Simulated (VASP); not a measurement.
A run of VASP 6.6.1 is set up as follows.

INCAR

```
  PREC = Accurate
  ENCUT = 520
  EDIFF = 1E-6
  ISMEAR = -1
  SIGMA = 0.02
  LREAL = F
  LASPH = T
  NELM = 100
  ALGO = Normal
  ISIF = 2
  LWAVE = F
  LCHARG = T
  GGA = PE
  LELF = T
  LVHAR = T
  NBANDS = 27
```

KPOINTS

```
regular mesh
0
Gamma
  6 6 6
```

Contents of POSCAR:

```
KTaO3
1.0
    3.9302791365      0.0000000000      0.0000000000
    0.0000000000      3.9302791365      0.0000000000
    0.0000000000      0.0000000000      4.0125798468
K Ta O
1 1 3
Direct
    0.0000000000      0.0000000000      0.0000000000
    0.5000000000      0.5000000000      0.5000000000
    0.5000000000      0.5000000000      0.0000000000
    0.5000000000      0.0000000000      0.5000000000
    0.0000000000      0.5000000000      0.5000000000
```

Potentials or basis: VASP PAW PBE potentials, release 64 (K_sv, Ta_pv, O).

Launch:

```console
$ cat potpaw_PBE.64/K_sv/POTCAR potpaw_PBE.64/Ta_pv/POTCAR potpaw_PBE.64/O/POTCAR > POTCAR
$ mpirun -np 1 vasp_std > vasp.out
```

Estimate the band gap on the k mesh.

2.20 eV (least direct gap 2.81 eV).

Predict the pressure.

11.5 GPa.

Stress tensor (GPa, compression positive):
```
14.38  0.00  0.00
 0.00 14.38  0.00
 0.00  0.00  5.84
```

Caveat: the cell differs from its parent crystal (epitaxial xy strain -1.5%); the stress differs along the axes, from 6 to 14 GPa; spin-orbit coupling is left out, which moves the levels of the heavy elements. A k mesh can miss the band edges.
